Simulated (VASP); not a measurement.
Input of a VASP 6.6.1 run:

Contents of INCAR:

```
SYSTEM = Zr
PREC     = Accurate       ! precision mode
ENCUT    = 520            ! plane-wave cutoff, eV
EDIFF    = 1E-6           ! SCF threshold, eV
ISMEAR   = -1             ! smearing method
SIGMA    = 0.05           ! smearing width, eV
LREAL    = .FALSE.        ! projectors in reciprocal space
LASPH    = .TRUE.         ! aspherical terms in the spheres
NELM     = 100            ! most SCF steps
ALGO     = Normal         ! electronic algorithm
ISIF     = 2              ! what is computed and relaxed
LWAVE    = .FALSE.        ! write WAVECAR
LCHARG   = .TRUE.         ! write CHGCAR
GGA      = PE             ! functional
LELF     = .TRUE.         ! ELF
LVHAR    = .TRUE.       
NBANDS   = 12             ! bands
```

File KPOINTS:

```
Automatic mesh
0
G
  13 13 13
  0 0 0
```

Contents of POSCAR:

```
Zr
1.0
    0.0000000000      2.2093582665      2.2093582665
    2.2093582665      0.0000000000      2.2093582665
    2.2093582665      2.2093582665      0.0000000000
Zr
1
Direct
    0.0000000000      0.0000000000      0.0000000000
```

Potentials or basis: VASP PAW PBE potentials, release 64 (Zr_sv).

The run is started by

```sh
$ cat potpaw_PBE.64/Zr_sv/POTCAR > POTCAR
$ mpirun -np 1 vasp_std > vasp.out
```

(1) What does it give for the pressure?

(2) Estimate the band gap on the k mesh.

Results:

(1) 7.4 GPa.

(2) zero (band 6 reaches 10.76 eV, above the bottom of band 7 at 9.16 eV).
